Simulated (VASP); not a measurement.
# Rh (R-3m) in VASP: relaxation of cell and atoms with PBE

Aim: the relaxation of cell and atoms of Rh with PBE.

Everything below comes from runs of VASP 6.6.1. Logs are shortened: lines on timing, memory, paths and dates and some standing lists are left out, and cuts for length are marked.

**1. The cell of the first run**

Symmetry: R-3m, No. 166, trigonal system. Conventional cell: a = 2.725 Å, b = 2.725 Å, c = 6.577 Å, α = 90.00°, β = 90.00°, γ = 120.00°. Within 3.6 Å of Rh (site symmetry -3m) lie 12 Rh at 2.70 to 2.72 Å.

**2. Relaxation of cell and atoms, PBE**

Input file INCAR:

```
  PREC = Accurate
  ENCUT = 600
  EDIFF = 1E-7
  ISMEAR = 0
  SIGMA = 0.1
  LREAL = F
  LASPH = T
  NELM = 80
  ALGO = Fast
  ISIF = 3
  LWAVE = F
  LCHARG = F
  GGA = PE
  IBRION = 2
  NSW = 65
  EDIFFG = -0.01
```

Input file KPOINTS:

```
regular mesh
0
Gamma
  18 18 7
```

Input file POSCAR:

```
Rh
1.0
    2.7247816576      0.0000000000      0.0000000000
   -1.3623908288      2.3597301353      0.0000000000
    0.0000000000      0.0000000000      6.5774950193
Rh
3
Direct
    0.0000000000      0.0000000000      0.0000000000
    0.3333333333      0.6666666667      0.3333333333
    0.6666666667      0.3333333333      0.6666666667
```

Potentials or basis: VASP PAW PBE potentials, release 64 (Rh_pv).

Command:

```console
> cat potpaw_PBE.64/Rh_pv/POTCAR > POTCAR
> mpirun -np 1 vasp_std > vasp.out
```

OUTCAR:

```text
PREC = Accurate
   ENCUT = 600
   EDIFF = 1E-7
   ISMEAR = 0
   LREAL = F
   LASPH = T
   NELM = 80
   ISIF = 3
   GGA = PE
   IBRION = 2
   NSW = 65
   EDIFFG = -0.01

 ion  position               nearest neighbor table
   1  0.000  0.000  0.000-   2 2.70   3 2.70   3 2.70   2 2.70   3 2.70   2 2.70
   2  0.333  0.667  0.333-   1 2.70   1 2.70   1 2.70   3 2.70   3 2.70   3 2.70
   3  0.667  0.333  0.667-   1 2.70   1 2.70   1 2.70   2 2.70   2 2.70   2 2.70

  LATTYP: Found a hexagonal cell.
 ALAT       =     2.7247816576
 C/A-ratio  =     2.4139530597

  Lattice vectors:

 A1 = (   2.7247816576,   0.0000000000,   0.0000000000)
 A2 = (  -1.3623908288,   2.3597301353,   0.0000000000)
 A3 = (   0.0000000000,   0.0000000000,   6.5774950193)

Analysis of symmetry for initial positions (statically):
=====================================================================
 Subroutine PRICEL returns following result:

  LATTYP: Found a trigonal (rhomboedric) cell.
 ALAT       =     2.6984922948
 COS(alpha) =     0.4902103031

  Lattice vectors:

 A1 = (   1.3623908285,   0.7865767119,  -2.1924983402)
 A2 = (   0.0000000001,  -1.5731534236,  -2.1924983395)
 A3 = (  -1.3623908287,   0.7865767117,  -2.1924983395)

   3 primitive cells build up your supercell.

 Routine SETGRP: Setting up the symmetry group for a
 hexagonal supercell.

 Subroutine GETGRP returns: Found 12 space group operations
 (whereof 12 operations were pure point group operations)
 out of a pool of 24 trial point group operations.

The static configuration has the point symmetry D_3d.

Analysis of symmetry for dynamics (positions and initial velocities):
=====================================================================
 Subroutine PRICEL returns following result:

  LATTYP: Found a trigonal (rhomboedric) cell.
 ALAT       =     2.6984922948
 COS(alpha) =     0.4902103031

  Lattice vectors:

 A1 = (   1.3623908285,   0.7865767119,  -2.1924983402)
 A2 = (   0.0000000001,  -1.5731534236,  -2.1924983395)
 A3 = (  -1.3623908287,   0.7865767117,  -2.1924983395)

   3 primitive cells build up your supercell.

 Routine SETGRP: Setting up the symmetry group for a
 hexagonal supercell.

 Subroutine GETGRP returns: Found 12 space group operations
[... 106 lines left out ...]
   NFREE  =      1    steps in history (QN), initial steepest desc. (CG)
   ISIF   =      3    stress and relaxation
   ISYM   =      2    0-nonsym 1-usesym 2-fastsym
   POTIM  = 0.5000    time-step for ionic-motion
   TEBEG  =    0.0;   TEEND  =   0.0 temperature during run
   PSTRESS=    0.0 pullay stress
   NELECT =      45.0000    total number of electrons
   NUPDOWN=      -1.0000    fix difference up-down
   EMIN   =  10.00;   EMAX   =-10.00  energy-range for DOS
   EFERMI =   0.00;   METHOD = LEGACY
   ISMEAR =     0;   SIGMA  =   0.10  broadening in eV -4-tet -1-fermi 0-gaus
   EFERMI_NEDOS =   21; number of points for ismear=-14 and -15
   IALGO  =     68    algorithm
   IMIX   =      4    mixing-type and parameters
     AMIX     =   0.40;   BMIX     =  1.00
     AMIX_MAG =   1.60;   BMIX_MAG =  1.00
  volume/ion in A,a.u.               =      14.10        95.13
  Fermi-wavevector in a.u.,A,eV,Ry     =   1.671325  3.158346 38.005507  2.793326
  Thomas-Fermi vector in A             =   2.756667
   LORBIT       =      0    0 simple, 1 ext, 2 COOP (PROOUT), +10 PAW based schemes
   GGA     = PE    functional components
   LHFCALC =     F    Hartree Fock is set to
   AEXX    =    0.0000 exact exchange contribution
   IVDW    =     0    specifies the selected vdW correction
   LEPSILON=     F    determine dielectric tensor
   LRPA    =     F    only Hartree local field effects (RPA)
 conjugate gradient relaxation of ions
 non-spin polarized calculation
 RMM-DIIS sequential band-by-band and
 Gauss-broadening in eV      SIGMA  =   0.10
  energy-cutoff  :      600.00
  volume of cell :       42.29
 maximum number of plane-waves:      1442
 NGX is ok and might be reduce to    24
   NGX = 11   NGY = 11   NGZ = 27

--------------------------------------- Ionic step        1  -------------------------------------------

 number of electron      45.0000004 magnetization

 Free energy of the ion-electron system (eV)
  ---------------------------------------------------
  ext. energy  EPLUGINS =         0.00000000
  ---------------------------------------------------
  free energy    TOTEN  =       -21.77910603 eV

  energy without entropy =      -21.75917584  energy(sigma->0) =      -21.76914093

------------------------ aborting loop because EDIFF is reached ----------------------------------------

  FORCE on cell =-STRESS in cart. coord.  units (eV):
  Direction    XX          YY          ZZ          XY          YZ          ZX
  --------------------------------------------------------------------------------------
  -------------------------------------------------------------------------------------
  Total       -0.7100044     -0.7100044      0.6618343      0.0000000     -0.0000000      0.0000000
  in kB      -26.8978189    -26.8978189     25.0729417      0.0000000     -0.0000000      0.0000000
  external PRESSURE =      -9.5742320 kB  Pullay stress =       0.0000000 kB
[... 135 lines left out ...]
--------------------------------------- Ionic step        5  -------------------------------------------

 number of electron      44.9999996 magnetization

 Free energy of the ion-electron system (eV)
  ---------------------------------------------------
  ext. energy  EPLUGINS =         0.00000000
  ---------------------------------------------------
  free energy    TOTEN  =       -21.78613322 eV

  energy without entropy =      -21.76597500  energy(sigma->0) =      -21.77605411

 E-fermi :  11.5251     XC(G=0): -13.8969

 val. band max:       11.5247447619   @ k =   0.0556   0.0000   0.0000
 cond. band min:      11.5257812222   @ k =   0.2778   0.2222   0.4286
 fundamental gap:      0.0010364603
 Fermi energy:        11.5250909285

 k-point     1 :       0.0000    0.0000    0.0000
  band No.  band energies     occupation
      1     -35.3383      2.00000
      2     -35.3383      2.00000
      3     -34.8960      2.00000
      4     -34.8960      2.00000
      5     -34.8960      2.00000
      6     -34.8960      2.00000
[... 709 lines left out ...]
     26      15.9821      0.00000
     27      16.6540      0.00000

 [... further k-points ...]

------------------------ aborting loop because EDIFF is reached ----------------------------------------

  FORCE on cell =-STRESS in cart. coord.  units (eV):
  Direction    XX          YY          ZZ          XY          YZ          ZX
  --------------------------------------------------------------------------------------
  -------------------------------------------------------------------------------------
  Total        0.0077647      0.0077647      0.0128930      0.0000000     -0.0000000      0.0000000
  in kB        0.2953552      0.2953552      0.4904278      0.0000000     -0.0000000      0.0000000
  external PRESSURE =       0.3603794 kB  Pullay stress =       0.0000000 kB
[... 18 lines left out ...]
  FREE ENERGIE OF THE ION-ELECTRON SYSTEM (eV)
  ---------------------------------------------------
  free  energy   TOTEN  =       -21.7861332153 eV

  energy  without entropy=      -21.7659750020  energy(sigma->0) =      -21.77605411

 reached required accuracy - stopping structural energy minimisation
```

Run time: 21 min. Hardware: 1 thread of Oxide Virtual Turin-like, shared host; peak memory 0.33 GiB.

What came out:

* Free energy: -21.7861 eV
* Relaxed volume: 14.04 Å³/atom
* Relaxed cell: a = 2.708 Å, b = 2.708 Å, c = 6.631 Å, α = 90.00°, β = 90.00°, γ = 120.00°
* Space group after relaxing (to 0.1 Å): Fm-3m (No. 225)
* Energy gained by relaxing: 2.3 meV/atom
* Ionic steps: 5
* Pressure after relaxing: 0.0 GPa

The path:
| step | energy change (eV) | largest force (eV/Å) | pressure (GPa) | volume (Å³) |
| --- | --- | --- | --- | --- |
| 1 | 0.0000 | 0.0000 | -0.96 | 42.29 |
| 2 | -0.0026 | 0.0000 | 2.24 | 41.77 |
| 3 | -0.0067 | 0.0000 | 0.77 | 42.00 |
| 4 | -0.0060 | 0.0000 | -1.24 | 42.32 |
| 5 | -0.0070 | 0.0000 | 0.04 | 42.12 |

Final structure:
```yaml
crystal:
  lattice:
    - [2.70831, 0.00000, 0.00000]
    - [-1.35415, 2.34546, 0.00000]
    - [0.00000, 0.00000, 6.63073]
  atoms:
    - { symbol: Rh, position: [0.00000, 0.00000, 0.00000] }
    - { symbol: Rh, position: [0.33333, 0.66667, 0.33333] }
    - { symbol: Rh, position: [0.66667, 0.33333, 0.66667] }
```

Caveat: the highest band is partly filled, so the run has too few bands.
